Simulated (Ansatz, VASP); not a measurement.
Te2Mo: VASP beside Ansatz

```
Te Mo
1.0
     3.56325    0.00000    0.00000
    -1.78163    3.08587    0.00000
     0.00000    0.00000   15.32116
Te Mo
4 2
Direct
  0.33333 0.66667 0.63309
  0.66667 0.33333 0.13309
  0.66667 0.33333 0.36691
  0.33333 0.66667 0.86691
  0.33333 0.66667 0.25000
  0.66667 0.33333 0.75000
```

Change from the starting cell: strain along c alone, the other axes held, atoms relaxed: +4.0 %.

Alike in both runs: functional r2SCAN; k mesh 12 × 12 × 2; occupations gaussian, width 0.02 eV; no spin polarisation.

Ansatz relaxed the structure, and its values are those at the end. VASP's run is a single point on that final structure, the one shown.

```csv
,VASP,Ansatz
version,VASP 6.6.1,Ansatz 0.2.0
potentials or method,"VASP PAW PBE potentials, release 64 (Te, Mo_sv), cutoff 520 eV","scalar-relativistic, plane waves, PAW"
valence electrons in the cell,52,92
```

VASP gave:

```
gap on the k mesh at the Fermi level (eV) : 1.08
least direct gap on the mesh (eV)         : 1.08
pressure (GPa)                            : -0.1
rms of the force components (eV/Å)        : 0.013
```

Task: Which values does Ansatz return?

Result: gap on the k mesh at the Fermi level (eV): 1.08; least direct gap on the mesh (eV): 1.08; pressure (GPa): -0.2; rms of the force components (eV/Å): 0.001.

VASP's potentials were made for PBE, not for r2SCAN. The functional is the same, so the differences come from potentials, cutoffs and numerics. VASP's potentials hold 52 valence electrons a cell and Ansatz's 92, so a difference there can come from the potentials and not from the codes. Ansatz's warnings: stress scf threshold loose.

Neither program's run includes spin-orbit coupling.
